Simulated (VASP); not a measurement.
Crystal: Al.

```xyz
1
Lattice="0.0000 2.0248 2.0248 2.0248 0.0000 2.0248 2.0248 2.0248 0.0000" Properties=species:S:1:pos:R:3 pbc="T T T"
Al    0.0000    0.0000    0.0000
```

* Program: VASP 6.6.1
* Task: relaxation of cell and atoms
* Functional: PBEsol
* Potentials or basis: VASP PAW PBE potentials, release 64 (Al)
* Cutoff: 600 eV
* k mesh: 7 × 7 × 7
* Occupations: fermi-dirac, width 0.1 eV
* Spin: no spin polarisation

At the start: pressure -2.2 GPa; volume 16.60 Å³/atom.

Task: How do energy, volume and symmetry change on relaxing?

Result: Over 3 steps the energy falls by 3.3 meV/atom and the volume is 16.14 Å³/atom (-2.8 %); space group Fm-3m (No. 225, to 0.05 Å).

The path:
```tsv
step	energy change (eV)	largest force (eV/Å)	pressure (GPa)	volume (Å³)
1	0.0000	0.0000	-2.23	16.60
2	-0.0032	0.0000	0.46	16.05
3	-0.0033	0.0000	0.00	16.14
```

Final structure:
```cif
data_structure
_symmetry_space_group_name_H-M 'P 1'
_symmetry_Int_Tables_number 1
_cell_length_a 2.8366
_cell_length_b 2.8366
_cell_length_c 2.8366
_cell_angle_alpha 60.000
_cell_angle_beta 60.000
_cell_angle_gamma 60.000
_cell_volume 16.14
loop_
_atom_site_label
_atom_site_type_symbol
_atom_site_fract_x
_atom_site_fract_y
_atom_site_fract_z
_atom_site_occupancy
Al1 Al 0.00000 0.00000 0.00000 1
```

Caveat: the k points lie up to 0.39 Å⁻¹ apart in the final cell; the PAW data sets were made with another functional, which shifts forces and pressure a little.
